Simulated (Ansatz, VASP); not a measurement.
Two plane-wave programs on I

The input INCAR:

```
SYSTEM = I
PREC = Accurate ; ENCUT = 520
EDIFF = 1E-6 ; ISMEAR = -1
SIGMA = 0.08 ; LREAL = .FALSE.
LASPH = .TRUE. ; NELM = 60
ALGO = Normal ; ISIF = 2
LWAVE = .FALSE. ; LCHARG = .FALSE.
NBANDS = 14
```

Contents of KPOINTS:

```
regular mesh
0
G
  12 12 7
  0 0 0
```

Contents of POSCAR:

```
I
1.0
    2.7267857194      0.0000000000      0.0000000000
   -1.3633928597      2.3614657037      0.0000000000
    0.0000000000      0.0000000000      4.6629891235
I
2
Direct
    0.3333333333      0.6666666667      0.2500000000
    0.6666666667      0.3333333333      0.7500000000
```

Input for Ansatz:

```yaml
crystal:
  lattice:
    - [2.7267857194, 0.0, 0.0]
    - [-1.3633928597, 2.3614657037, 0.0]
    - [0.0, 0.0, 4.6629891235]
  atoms:
    - { symbol: I, position: [0.3333333333, 0.6666666667, 0.25] }
    - { symbol: I, position: [0.6666666667, 0.3333333333, 0.75] }
kpoints:
  mp_grid: { grid: [12, 12, 7] }
  band_path:
    path:
      - [0.0, 0.0, 0.0]
      - [0.5, 0.0, 0.0]
      - [0.3333333333, 0.3333333333, 0.0]
      - [0.0, 0.0, 0.0]
      - [0.0, 0.0, 0.5]
      - [0.5, 0.0, 0.5]
      - [0.3333333333, 0.3333333333, 0.5]
      - [0.0, 0.0, 0.5]
      - [0.5, 0.0, 0.5]
    npoints: 8
scf:
  occupations: { method: fermi_dirac, width: 0.08 }
hamiltonian:
  xc: lda
  pseudopotentials: { kind: paw }
output:
  forces: true
  stress: true
  eigenvalues: true
  populations: true
  dos: { projected: true, de: 0.2, e_range: [-14, 8] }
```

Change from the starting cell: volume scaled by 0.45, PAW files.

Alike in both runs: task single point; functional LDA; k mesh 12 × 12 × 7; occupations fermi-dirac, width 0.08 eV; no spin polarisation.

|  | VASP | Ansatz |
| --- | --- | --- |
| version | VASP 6.6.1 | Ansatz 0.2.0 |
| potentials or method | VASP PAW LDA potentials, release 64 (I) | PAW with Ansatz's default frozen-core files, scalar-relativistic |
| plane-wave cutoff (eV) | 520 | 420 |
| valence electrons in the cell | 14 | 34 |

|  | VASP | Ansatz | Ansatz less VASP |
| --- | --- | --- | --- |
| pressure (GPa) | 161.9 | 161.8 | -0.10 |
| traceless stress, the component that is largest in VASP (GPa) | 0.62 | 0.41 | -0.216 |

LDA's correlation is that of Perdew and Zunger in VASP and of Perdew and Wang (1992) in Ansatz. Both programs put the cell under a high pressure, so it lies far from rest at this level. VASP's potentials hold 14 valence electrons a cell and Ansatz's 34, so a difference there can come from the potentials and not from the codes.

Neither program's run includes spin-orbit coupling. Noted on VASP's run: the cell as given lies far from equilibrium.
